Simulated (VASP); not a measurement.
Crystal: AlRu.

```
CELL_PARAMETERS angstrom
2.99160 0.00000 0.00000
0.00000 2.99160 0.00000
0.00000 0.00000 2.99160
ATOMIC_POSITIONS crystal
Al 0.00000 0.00000 0.00000
Ru 0.50000 0.50000 0.50000
```

| Property | Result |
| --- | --- |
| Program | VASP 6.6.1 |
| Task | relaxation of cell and atoms |
| Functional | LDA |
| Potentials or basis | VASP PAW LDA potentials, release 64 (Al, Ru_pv) |
| Cutoff | 600 eV |
| k mesh | 11 × 11 × 11 |
| Occupations | fermi-dirac, width 0.1 eV |
| Spin | no spin polarisation |

At the start: pressure -7.4 GPa; volume 13.39 Å³/atom.

How do energy, volume and symmetry change on relaxing?

Over 4 steps the energy falls by 10.9 meV/atom and the volume is 12.93 Å³/atom (-3.4 %); space group Pm-3m (No. 221, to 0.1 Å) before and after.

Step by step:
| step | energy change (eV) | largest force (eV/Å) | pressure (GPa) | volume (Å³) |
| --- | --- | --- | --- | --- |
| 1 | 0.0000 | 0.0000 | -7.41 | 26.77 |
| 2 | 0.0404 | 0.0000 | 14.77 | 24.45 |
| 3 | -0.0218 | 0.0000 | -0.13 | 25.88 |
| 4 | -0.0218 | 0.0000 | 0.03 | 25.86 |

Final structure:
```
Al Ru
1.0
     2.95716    0.00000    0.00000
     0.00000    2.95716    0.00000
     0.00000    0.00000    2.95716
Al Ru
1 1
Cartesian
  0.0000 0.0000 0.0000
  1.4786 1.4786 1.4786
```
